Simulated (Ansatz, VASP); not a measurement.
**One calculation of AlN, two programs**

The input INCAR:

```
PREC     = Accurate       # precision mode
ENCUT    = 520            # plane-wave cutoff, eV
EDIFF    = 1E-6           # SCF threshold, eV
ISMEAR   = 0              # smearing method
SIGMA    = 0.01           # smearing width, eV
LREAL    = F              # projectors in reciprocal space
LASPH    = T              # aspherical terms in the spheres
NELM     = 100            # most SCF steps
ALGO     = Normal         # electronic algorithm
ISIF     = 2              # what is computed and relaxed
LWAVE    = F              # write WAVECAR
LCHARG   = T              # write CHGCAR
GGA      = PE             # functional
LELF     = T              # ELF
LVHAR    = T            
NBANDS   = 16             # bands
```

Contents of KPOINTS:

```
regular mesh
0
Gamma
  9 9 4
```

The input POSCAR:

```
AlN
1.0
    3.0662940083      0.0000000000      0.0000000000
   -1.5331470041      2.6554885066      0.0000000000
    0.0000000000      0.0000000000      4.9154842107
Al N
2 2
Direct
    0.3333333333      0.6666666667     -0.0032711565
    0.6666666667      0.3333333333      0.4967288435
    0.3333333333      0.6666666667      0.3782711565
    0.6666666667      0.3333333333      0.8782711565
```

Input for Ansatz:

```yaml
crystal:
  lattice:
    - [3.0662940083, 0.0, 0.0]
    - [-1.5331470041, 2.6554885066, 0.0]
    - [0.0, 0.0, 4.9154842107]
  atoms:
    - { symbol: Al, position: [0.3333333333, 0.6666666667, -0.0032711565] }
    - { symbol: Al, position: [0.6666666667, 0.3333333333, 0.4967288435] }
    - { symbol: "N", position: [0.3333333333, 0.6666666667, 0.3782711565] }
    - { symbol: "N", position: [0.6666666667, 0.3333333333, 0.8782711565] }
kpoints:
  mp_grid: { grid: [9, 9, 4] }
hamiltonian:
  xc: pbe
scf:
  occupations: { method: fixed }
  n_extra_bands: 5
output:
  forces: true
  stress: true
  eigenvalues: true
```

Alike in both runs: task single point; functional PBE; k mesh 9 × 9 × 4; no spin polarisation.

```csv
,VASP,Ansatz
version,VASP 6.6.1,Ansatz 0.2.0
potentials or method,"VASP PAW PBE potentials, release 64 (Al, N)","plane waves, PAW"
plane-wave cutoff (eV),520,420
occupations,"gaussian, width 0.01 eV",fixed
valence electrons in the cell,16,16
```

VASP gave:

- gap on the k mesh at the Fermi level (eV): 4.59
- pressure (GPa): 13.3
- traceless stress, the component that is largest in VASP (GPa): -0.57
- rms of the force components (eV/Å): 0.013

Question: What did Ansatz give for the same quantities?

Answer: gap on the k mesh at the Fermi level (eV): 4.58; pressure (GPa): 13.5; traceless stress, the component that is largest in VASP (GPa): -0.61; rms of the force components (eV/Å): 0.014.

Atom by atom the forces differ by 0.000 eV/Å (rms over components).
